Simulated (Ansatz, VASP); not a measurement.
**NaC8 in VASP and in Ansatz**

```
CELL_PARAMETERS angstrom
4.97704 0.00000 0.00000
-2.48852 4.31024 0.00000
0.00000 0.00000 4.47333
ATOMIC_POSITIONS crystal
Na 0.00000 0.00000 0.50000
C 0.33468 0.16734 0.00000
C 0.33333 0.66667 0.00000
C 0.83266 0.16734 0.00000
C 0.83266 0.66532 0.00000
C 0.16734 0.33468 0.00000
C 0.16734 0.83266 0.00000
C 0.66667 0.33333 0.00000
C 0.66532 0.83266 0.00000
```

Alike in both runs: functional PBE; dispersion D3(BJ); k mesh 6 × 6 × 6; occupations gaussian, width 0.1 eV; no spin polarisation.

Ansatz relaxed the structure, and its values are those at the end. VASP's run is a single point on that final structure, the one shown.

|  | VASP | Ansatz |
| --- | --- | --- |
| version | VASP 6.6.1 | Ansatz 0.2.0 |
| potentials or method | VASP PAW PBE potentials, release 64 (Na_sv, C), cutoff 970 eV | scalar-relativistic, plane waves, PAW |
| valence electrons in the cell | 41 | 41 |

```tsv
	VASP	Ansatz	Ansatz less VASP
gap on the k mesh at the Fermi level (eV)	none	none	-
pressure (GPa)	-0.1	0.1	+0.24
```

A gap of «none» marks a metal or a gap that the smearing closes.
